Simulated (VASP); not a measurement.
# AlN (Cm) in VASP: a series of runs, part 2 of 2

VASP 6.6.1. Earlier steps stand in the parts before.

## 4. Single point, PBEsol

Contents of INCAR:

```
PREC = Accurate
ENCUT = 520
EDIFF = 1E-6
ISMEAR = 0
SIGMA = 0.05
LREAL = False
LASPH = True
NELM = 60
ALGO = Normal
ISIF = 2
LWAVE = False
LCHARG = True
GGA = PS
LELF = True
LVHAR = True
NBANDS = 36
```

Contents of KPOINTS:

```
Automatic mesh
0
Gamma
  9 9 2
```

Contents of POSCAR:

```
AlN
1.0
    2.0226209166     -2.0226209166      0.0000000000
    2.0226209166      0.0000000000     -2.0226209166
    9.7761359383      7.2476575305      7.2476575305
Al N
6 6
Direct
    0.5451291667      0.5451291667      0.2916666667
   -0.0520875000     -0.0520875000      0.1250000000
    0.1423458333      0.1423458333      0.4583333333
    0.3367791667      0.3367791667      0.7916666667
    0.7395625000      0.7395625000      0.6250000000
   -0.0660041667     -0.0660041667      0.9583333333
    0.8437375000     -0.1562625000      0.3750000000
    0.2465208333      0.2465208333      0.2083333333
    0.4409541667      0.4409541667      0.5416666667
    0.6353875000      0.6353875000      0.8750000000
    0.0381708333      0.0381708333      0.7083333333
    0.6493041667      0.6493041667      0.0416666667
```

On the command line:

```bash
$ cat potpaw_PBE.64/Al/POTCAR potpaw_PBE.64/N/POTCAR > POTCAR
$ mpirun -np 1 vasp_std > vasp.out
```

Run time: 90 s. Hardware: 1 thread of Intel Xeon 6975P-C (Granite Rapids), shared host; peak memory 0.3 GiB.

The run converged. Its results:

```
Free energy            : -90.7630 eV
Pressure               : 6.4 GPa
Largest force          : 4.929 eV/Å
Band gap on the k mesh : 3.50 eV (least direct gap 4.31 eV)
```

Forces on the atoms (eV/Å):
```
Al  -0.032 -0.037 -0.037
Al   1.281  0.832  0.832
Al  -0.028 -0.028 -0.028
Al  -0.204 -0.213 -0.213
Al  -0.029 -0.024 -0.024
Al   0.115 -3.484 -3.484
N    0.032  0.026  0.026
N    0.048 -0.002 -0.002
N    0.023  0.030  0.030
N   -1.624 -0.489 -0.489
N   -0.027  0.029  0.029
N    0.445  3.362  3.362
```

Stress tensor (GPa, compression positive):
```
6.57 5.32 5.32
5.32 6.26 7.14
5.32 7.14 6.26
```

Levels at points of the mesh, in eV from the valence-band top:
```
           k point  band 20  band 21  band 22  band 23  band 24  band 25  band 26  band 27  band 28  band 29
(0.00, 0.00, 0.00)    -0.49    -0.32    -0.31    -0.16     0.00     4.31     5.81     5.91     6.31     6.44
(0.00, 0.00, 0.50)    -0.57    -0.45    -0.45    -0.28    -0.12     4.37     5.87     5.92     6.18     6.36
```

Caveat: the cell stands under pressure; the PAW data sets were made with another functional, which shifts forces and pressure a little; an odd mesh through Γ misses points on the zone boundary, where band edges can lie.

## 5. Single point, PBEsol

This run uses another cell than the first one, of the same volume but with other edges.

Contents of INCAR:

```
PREC = Accurate
ENCUT = 520
EDIFF = 1E-7
ISMEAR = 0
SIGMA = 0.05
LREAL = F
LASPH = T
NELM = 100
ALGO = Normal
ISIF = 2
LWAVE = F
LCHARG = F
GGA = PS
NBANDS = 36
```

Contents of KPOINTS:

```
regular mesh
0
Gamma
  9 9 2
```

Contents of POSCAR:

```
AlN
1.0
    2.0226209166     -2.0226209166      0.0000000000
    2.0226209166      0.0000000000     -2.0226209166
   10.4500732277      6.9106888857      6.9106888857
Al N
6 6
Direct
    0.4965375000      0.4965375000      0.2916666667
   -0.0729125000     -0.0729125000      0.1250000000
    0.0659875000      0.0659875000      0.4583333333
    0.2048875000      0.2048875000      0.7916666667
    0.6354375000      0.6354375000      0.6250000000
   -0.2256625000     -0.2256625000      0.9583333333
    0.7812625000     -0.2187375000      0.3750000000
    0.2118125000      0.2118125000      0.2083333333
    0.3507125000      0.3507125000      0.5416666667
    0.4896125000      0.4896125000      0.8750000000
   -0.0798375000     -0.0798375000      0.7083333333
    0.6423625000      0.6423625000      0.0416666667
```

On the command line:

```bash
$ cat potpaw_PBE.64/Al/POTCAR potpaw_PBE.64/N/POTCAR > POTCAR
$ mpirun -np 1 vasp_std > vasp.out
```

Wall time 1.8 min (1 thread of Intel Xeon 6975P-C (Granite Rapids), shared host); peak memory 0.29 GiB.

Results (log left out):

* Free energy: -82.6637 eV
* Pressure: 34.7 GPa
* Largest force: 49.854 eV/Å
* Band gap on the k mesh: 3.89 eV (least direct gap 4.34 eV)

Forces on the atoms (eV/Å):
```
Al   -0.209  -0.204  -0.204
Al   -0.055  -0.245  -0.245
Al   -0.202  -0.202  -0.202
Al   -0.165  -0.202  -0.202
Al   -0.204  -0.201  -0.201
Al  -14.021 -33.829 -33.829
N     0.195   0.204   0.204
N     0.117   0.218   0.218
N     0.199   0.202   0.202
N    -0.231   0.329   0.329
N     0.179   0.199   0.199
N    14.398  33.731  33.731
```

Stress tensor (GPa, compression positive):
```
11.67 17.96 17.96
17.96 46.29 44.57
17.96 44.57 46.29
```

Levels at points of the mesh, in eV from the valence-band top:
| k point | band 20 | band 21 | band 22 | band 23 | band 24 | band 25 | band 26 | band 27 | band 28 | band 29 |
| --- | --- | --- | --- | --- | --- | --- | --- | --- | --- | --- |
| (0.00, 0.00, 0.00) | -0.45 | -0.44 | -0.17 | -0.01 | 0.00 | 4.34 | 5.69 | 6.04 | 6.31 | 6.51 |
| (0.00, 0.00, 0.50) | -0.56 | -0.46 | -0.39 | -0.01 | 0.00 | 4.41 | 5.69 | 5.99 | 6.20 | 6.63 |

Caveat: atoms lie so close that the PAW spheres overlap strongly, which falsifies energies and pressures; the cell stands under pressure; the PAW data sets were made with another functional, which shifts forces and pressure a little; an odd mesh through Γ misses points on the zone boundary, where band edges can lie.

## 6. Single point, PBEsol

This run uses another cell than the first one, of the same volume but with other edges.

Contents of INCAR:

```
SYSTEM = AlN
PREC = Accurate
ENCUT = 520
EDIFF = 1E-7
ISMEAR = 0
SIGMA = 0.05
LREAL = .FALSE.
LASPH = .TRUE.
NELM = 60
ALGO = Normal
ISIF = 2
LWAVE = .FALSE.
LCHARG = .FALSE.
GGA = PS
NBANDS = 36
```

Contents of KPOINTS:

```
regular mesh
0
G
  9 9 2
  0 0 0
```

Contents of POSCAR:

```
AlN
1.0
    2.0226209166     -2.0226209166      0.0000000000
    2.0226209166      0.0000000000     -2.0226209166
   11.1244150413      6.5735179790      6.5735179790
Al N
6 6
Direct
    0.4479166667      0.4479166667      0.2916666667
   -0.0937500000     -0.0937500000      0.1250000000
   -0.0104166667     -0.0104166667      0.4583333333
    0.0729166667      0.0729166667      0.7916666667
    0.5312500000      0.5312500000      0.6250000000
   -0.3854166667     -0.3854166667      0.9583333333
    0.7187500000     -0.2812500000      0.3750000000
    0.1770833333      0.1770833333      0.2083333333
    0.2604166667      0.2604166667      0.5416666667
    0.3437500000      0.3437500000      0.8750000000
   -0.1979166667     -0.1979166667      0.7083333333
    0.6354166667      0.6354166667      0.0416666667
```

Potentials or basis: VASP PAW PBE potentials, release 64 (Al, N).

On the command line:

```bash
$ cat potpaw_PBE.64/Al/POTCAR potpaw_PBE.64/N/POTCAR > POTCAR
$ mpirun -np 1 vasp_std > vasp.out
```

Run time: 1.8 min. Hardware: 1 thread of Intel Xeon 6975P-C (Granite Rapids), shared host; peak memory 0.3 GiB.

The run converged. Its results:

| Item | Value |
| --- | --- |
| Free energy | -82.7584 eV |
| Pressure | 34.5 GPa |
| Largest force | 49.897 eV/Å |
| Band gap on the k mesh | 3.75 eV (least direct gap 4.41 eV) |

Forces in eV/Å, atoms in the order of the input:
```
Al   -0.199  -0.207  -0.207
Al   -0.303  -0.240  -0.240
Al   -0.201  -0.201  -0.201
Al   -0.206  -0.162  -0.162
Al   -0.201  -0.201  -0.201
Al  -40.516 -20.463 -20.463
N     0.206   0.196   0.196
N     0.249   0.152   0.152
N     0.200   0.200   0.200
N     0.230   0.178   0.178
N     0.182   0.197   0.197
N    40.559  20.551  20.551
```

Stress tensor (GPa, compression positive):
```
65.84 32.93 32.93
32.93 18.78 13.58
32.93 13.58 18.78
```

Levels at points of the mesh, in eV from the valence-band top:
| k point | band 20 | band 21 | band 22 | band 23 | band 24 | band 25 | band 26 | band 27 | band 28 | band 29 |
| --- | --- | --- | --- | --- | --- | --- | --- | --- | --- | --- |
| (0.00, 0.00, 0.00) | -0.47 | -0.43 | -0.19 | -0.01 | -0.01 | 4.41 | 5.69 | 6.05 | 6.31 | 6.51 |
| (0.00, 0.00, 0.50) | -0.55 | -0.42 | -0.41 | -0.01 | 0.00 | 4.49 | 5.69 | 6.00 | 6.20 | 6.64 |

Caveat: atoms lie so close that the PAW spheres overlap strongly, which falsifies energies and pressures; the cell stands under pressure; the PAW data sets were made with another functional, which shifts forces and pressure a little; an odd mesh through Γ misses points on the zone boundary, where band edges can lie.

## 7. Summary

```tsv
cell	gap on the mesh (eV)	pressure (GPa)	largest force (eV/Å)
a = 2.860, b = 2.860, c = 14.019 Å, angles 88.5, 88.5, 60.0°, 12 atoms	4.39	1.7	1.54
a = 2.860, b = 2.860, c = 14.068 Å, angles 85.6, 85.6, 60.0°, 12 atoms	3.46	4.6	2.54
a = 2.860, b = 2.860, c = 14.164 Å, angles 82.7, 82.7, 60.0°, 12 atoms	3.50	6.4	4.93
a = 2.860, b = 2.860, c = 14.308 Å, angles 79.9, 79.9, 60.0°, 12 atoms	3.89	34.7	49.85
a = 2.860, b = 2.860, c = 14.497 Å, angles 77.2, 77.2, 60.0°, 12 atoms	3.75	34.5	49.90
```

Alike in all rows: task single point; level PBEsol; potentials or basis VASP PAW PBE potentials, release 64 (Al, N); no spin polarisation; k mesh 9 × 9 × 2; cutoff (eV) 520; smearing gaussian 0.05 eV.

Caveats: the PAW data sets were made with another functional, which shifts forces and pressure a little; an odd mesh through Γ misses points on the zone boundary, where band edges can lie; the cell stands under pressure (at least some runs); atoms lie so close that the PAW spheres overlap strongly, which falsifies energies and pressures (at least some runs).

Total energies depend on the potentials used, so only differences within one code and one set of settings carry meaning.
